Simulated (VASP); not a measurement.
# HgSb in VASP: single point with PBE

Aim: the single point of HgSb with PBE.

Program: VASP 6.6.1. These are calculated values, not measurements. Logs are shortened: lines on timing, memory, paths and dates and some standing lists are left out, and cuts for length are marked.

## (1) The cell of the first run

The typed cell holds 2 atoms: a = 4.270 Å, b = 4.270 Å, c = 4.269 Å, α = 60.01°, β = 60.01°, γ = 59.98°.

## (2) Single point, PBE

INCAR reads:

```
SYSTEM = HgSb
PREC = Accurate ; ENCUT = 520
EDIFF = 1E-7 ; ISMEAR = 0
SIGMA = 0.1 ; LREAL = .False.
LASPH = .True. ; NELM = 80
ALGO = Normal ; ISIF = 2
LWAVE = .False. ; LCHARG = .False.
GGA = PE ; NBANDS = 16
```

KPOINTS reads:

```
Automatic mesh
0
Gamma
  16 16 16
  0 0 0
```

POSCAR reads:

```
HgSb
1.0
    0.0000000000      3.0190254238      3.0203204802
    3.0187704567      0.0000000000      3.0203204802
    3.0187704567      3.0190254238      0.0000000000
Hg Sb
1 1
Direct
    0.0000000000      0.0000000000      0.0000000000
    0.5000000000      0.5000000000      0.5000000000
```

Potentials or basis: VASP PAW PBE potentials, release 64 (Hg, Sb).

Run with:

```
> cat potpaw_PBE.64/Hg/POTCAR potpaw_PBE.64/Sb/POTCAR > POTCAR
> mpirun -np 1 vasp_std > vasp.out
```

OUTCAR:

```text
SYSTEM = HgSb
   PREC = Accurate
   ENCUT = 520
   EDIFF = 1E-7
   ISMEAR = 0
   LREAL = .False.
   LASPH = .True.
   NELM = 80
   ISIF = 2
   GGA = PE

 ion  position               nearest neighbor table
   1  0.000  0.000  0.000-   2 3.02   2 3.02   2 3.02   2 3.02   2 3.02   2 3.02
   2  0.500  0.500  0.500-   1 3.02   1 3.02   1 3.02   1 3.02   1 3.02   1 3.02

  LATTYP: Found a face centered orthorhombic cell.
 ALAT       =     6.0375409134
 B/A-ratio  =     1.0000844606
 C/A-ratio  =     1.0005134619

  Lattice vectors:

 A1 = (   0.0000000000,   3.0190254238,   3.0203204802)
 A2 = (   3.0187704567,   0.0000000000,   3.0203204802)
 A3 = (   3.0187704567,   3.0190254238,   0.0000000000)

Analysis of symmetry for initial positions (statically):
=====================================================================
 Subroutine PRICEL returns:
 Original cell was already a primitive cell.

 Routine SETGRP: Setting up the symmetry group for a
 face centered orthorhombic supercell.

 Subroutine GETGRP returns: Found  8 space group operations
 (whereof  8 operations were pure point group operations)
 out of a pool of  8 trial point group operations.

The static configuration has the point symmetry D_2h.

Analysis of symmetry for dynamics (positions and initial velocities):
=====================================================================
 Subroutine PRICEL returns:
 Original cell was already a primitive cell.

 Routine SETGRP: Setting up the symmetry group for a
 face centered orthorhombic supercell.

 Subroutine GETGRP returns: Found  8 space group operations
 (whereof  8 operations were pure point group operations)
 out of a pool of  8 trial point group operations.

The dynamic configuration has the point symmetry D_2h.

 Subroutine INISYM returns: Found  8 space group operations
 (whereof  8 operations are pure point group operations),
 and found     1 'primitive' translations

----------------------------------------------------------------------------------------

                                     Primitive cell

  volume of cell :      55.0529

  direct lattice vectors                    reciprocal lattice vectors
     0.000000000  3.019025424  3.020320480    -0.165630348  0.165616360  0.165545346
     3.018770457  0.000000000  3.020320480     0.165630348 -0.165616360  0.165545346
     3.018770457  3.019025424  0.000000000     0.165630348  0.165616360 -0.165545346

  length of vectors
     4.270462541  4.270282294  4.269366414     0.286823033  0.286823033  0.286823033

[... 76 lines left out ...]
   LSORBIT =      F    spin-orbit coupling
   LASPH  =      T    aspherical Exc in radial PAW
   ENCUT  =  520.0 eV  38.22 Ry    6.18 a.u.   7.94  7.94  7.94*2*pi/ulx,y,z
   NELM   =     80;   NELMIN=  2; NELMDL= -5     # of ELM steps
   EDIFF  = 0.1E-06   stopping-criterion for ELM
   LREAL  =      F    real-space projection
   EDIFFG = 0.1E-05   stopping-criterion for IOM
   NSW    =      0    number of steps for IOM
   IBRION =     -1    ionic relax: 0-MD 1-quasi-New 2-CG
   NFREE  =      0    steps in history (QN), initial steepest desc. (CG)
   ISIF   =      2    stress and relaxation
   ISYM   =      2    0-nonsym 1-usesym 2-fastsym
   POTIM  = 0.5000    time-step for ionic-motion
   TEBEG  =    0.0;   TEEND  =   0.0 temperature during run
   PSTRESS=    0.0 pullay stress
   NELECT =      17.0000    total number of electrons
   NUPDOWN=      -1.0000    fix difference up-down
   EMIN   =  10.00;   EMAX   =-10.00  energy-range for DOS
   EFERMI =   0.00;   METHOD = LEGACY
   ISMEAR =     0;   SIGMA  =   0.10  broadening in eV -4-tet -1-fermi 0-gaus
   EFERMI_NEDOS =   21; number of points for ismear=-14 and -15
   IALGO  =     38    algorithm
   IMIX   =      4    mixing-type and parameters
     AMIX     =   0.40;   BMIX     =  1.00
     AMIX_MAG =   1.60;   BMIX_MAG =  1.00
  volume/ion in A,a.u.               =      27.53       185.76
  Fermi-wavevector in a.u.,A,eV,Ry     =   1.106533  2.091045 16.659192  1.224416
  Thomas-Fermi vector in A             =   2.243036
   LORBIT       =      0    0 simple, 1 ext, 2 COOP (PROOUT), +10 PAW based schemes
   GGA     = PE    functional components
   LHFCALC =     F    Hartree Fock is set to
   AEXX    =    0.0000 exact exchange contribution
   IVDW    =     0    specifies the selected vdW correction
   LEPSILON=     F    determine dielectric tensor
   LRPA    =     F    only Hartree local field effects (RPA)
 non-spin polarized calculation
 Gauss-broadening in eV      SIGMA  =   0.10
  energy-cutoff  :      520.00
  volume of cell :       55.05
 maximum number of plane-waves:      1524
   NGX = 15   NGY = 15   NGZ = 15

 number of electron      17.0000001 magnetization

 Free energy of the ion-electron system (eV)
  ---------------------------------------------------
  ext. energy  EPLUGINS =         0.00000000
  ---------------------------------------------------
  free energy    TOTEN  =        -3.97846867 eV

  energy without entropy =       -3.97335087  energy(sigma->0) =       -3.97590977

 E-fermi :   4.8430     XC(G=0): -10.0136

 val. band max:        4.8312595764   @ k =   0.5000   0.1875   0.0000
 cond. band min:       4.8647796997   @ k =   0.1250   0.0000   0.1250
 fundamental gap:      0.0335201233
 Fermi energy:         4.8430196405

 k-point     1 :       0.0000    0.0000    0.0000
  band No.  band energies     occupation
      1      -6.2665      2.00000
      2      -2.2593      2.00000
      3      -2.2588      2.00000
      4      -2.1998      2.00000
      5      -2.1989      2.00000
      6      -2.1988      2.00000
[... 433 lines left out ...]
      3      -2.2744      2.00000
      4      -2.2087      2.00000
      5      -2.1883      2.00000
      6      -2.1833      2.00000
[... 8 lines left out ...]
     15      12.8191      0.00000
     16      13.1829      0.00000

 [... further k-points ...]
[... 5 lines left out ...]
  --------------------------------------------------------------------------------------
  -------------------------------------------------------------------------------------
  Total        0.0129614      0.0103298     -0.0029183      0.0000000      0.0000000      0.0000000
  in kB        0.3772100      0.3006239     -0.0849298      0.0000000      0.0000000      0.0000000
  external PRESSURE =       0.1976347 kB  Pullay stress =       0.0000000 kB

 VOLUME and BASIS-vectors are now :
 -----------------------------------------------------------------------------
  energy-cutoff  :      520.00
  volume of cell :       55.05
      direct lattice vectors                 reciprocal lattice vectors
     0.000000000  3.019025424  3.020320480    -0.165630348  0.165616360  0.165545346
     3.018770457  0.000000000  3.020320480     0.165630348 -0.165616360  0.165545346
     3.018770457  3.019025424  0.000000000     0.165630348  0.165616360 -0.165545346

 POSITION                                       TOTAL-FORCE (eV/Angst)
 -----------------------------------------------------------------------------------
      0.00000      0.00000      0.00000        -0.000000     -0.000000     -0.000000
      3.01877      3.01903      3.02032         0.000000      0.000000      0.000000
 -----------------------------------------------------------------------------------
    total drift:                                0.000000     -0.000000     -0.000000

  FREE ENERGIE OF THE ION-ELECTRON SYSTEM (eV)
  ---------------------------------------------------
  free  energy   TOTEN  =        -3.9784686664 eV

  energy  without entropy=       -3.9733508717  energy(sigma->0) =       -3.97590977
```

stdout:

```text
POSCAR found type information on POSCAR HgSb
 POSCAR found :  2 types and       2 ions
 scaLAPACK will be used
 LDA part: xc-table for (Slater+PW92), standard interpolation
 POSCAR, INCAR and KPOINTS ok, starting setup
 FFT: planning ... GRIDC
 FFT: planning ... GRID_SOFT
 FFT: planning ... GRID
 WAVECAR not read
 entering main loop
```

It took 5.3 min on 1 thread of Intel Xeon Platinum 8259CL at 2.50GHz (Skylake/Cascade Lake), shared host; peak memory 0.64 GiB.

What came out:

| Item | Value |
| --- | --- |
| Free energy | -3.9785 eV |
| Pressure | 0.0 GPa |
| Band gap on the k mesh | zero (an odd number of electrons rules out a gap without spin polarisation) |

Levels at points of the mesh, in eV from the Fermi level:
| k point | band 7 | band 8 | band 9 | band 10 | band 11 | band 12 |
| --- | --- | --- | --- | --- | --- | --- |
| (0.00, 0.00, 0.00) | 0.23 | 0.34 | 0.34 | 0.35 | 7.68 | 7.68 |
| (0.50, 0.00, 0.00) | -5.69 | 1.41 | 1.41 | 2.97 | 3.85 | 3.86 |
| (0.50, 0.50, 0.00) | -4.10 | -2.65 | -1.70 | -1.70 | 4.69 | 9.89 |
| (0.50, 0.00, 0.50) | -4.10 | -2.65 | -1.71 | -1.70 | 4.69 | 9.88 |
| (0.00, 0.50, 0.50) | -4.10 | -2.65 | -1.71 | -1.70 | 4.69 | 9.88 |

Caveat: spin-orbit coupling is left out, which moves the levels of the heavy elements.
